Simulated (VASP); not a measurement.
Write the native input for VASP 6.6.1 that does the following.

| Item | Value |
| --- | --- |
| Task | single point |
| Functional | PBE |
| Potentials or basis | VASP PAW PBE potentials, release 64 (Mo_sv) |
| Cutoff | 520 eV |
| k mesh | 10 × 10 × 16 |
| Occupations | fermi-dirac, width 0.1 eV |
| Spin | no spin polarisation |
| Dipole correction | no |
| Further INCAR settings | ALGO = Normal; EDIFF = 1e-06; NBANDS = 28 |

The structure of Mo lies in POSCAR:

```
Mo
1.0
    4.7300226112      0.0000000000      0.0000000000
   -2.3650113056      4.0963197418      0.0000000000
    0.0000000000      0.0000000000      2.5966963468
Mo
3
Direct
    0.0000000000      0.0000000000      1.0000000000
    0.3333333333      0.6666666667      0.5000000000
    0.6666666667      0.3333333333      0.5000000000
```

This isn't the form of Mo at room conditions, which is bcc.

The input as run:

INCAR

```
PREC = Accurate
ENCUT = 520
EDIFF = 1E-6
ISMEAR = -1
SIGMA = 0.1
LREAL = False
LASPH = True
NELM = 60
ALGO = Normal
ISIF = 2
LWAVE = False
LCHARG = True
GGA = PE
LELF = True
LVHAR = True
NBANDS = 28
```

KPOINTS

```
Automatic mesh
0
Gamma
  10 10 16
```

Potentials or basis: VASP PAW PBE potentials, release 64 (Mo_sv).

Run with:

```bash
$ cat potpaw_PBE.64/Mo_sv/POTCAR > POTCAR
$ mpirun -np 1 vasp_std > vasp.out
```

It gave:

```yaml
Pressure: -8.1 GPa
Band_gap_on_the_k_mesh: zero (bands 21 and 22 overlap by 1.27 eV)
```

Caveat: the cell stands under tension.

It took 61 s on 1 thread of Intel(R) Xeon(R) 6975P-C (Granite Rapids) (shared host), peak memory 0.25 GiB.
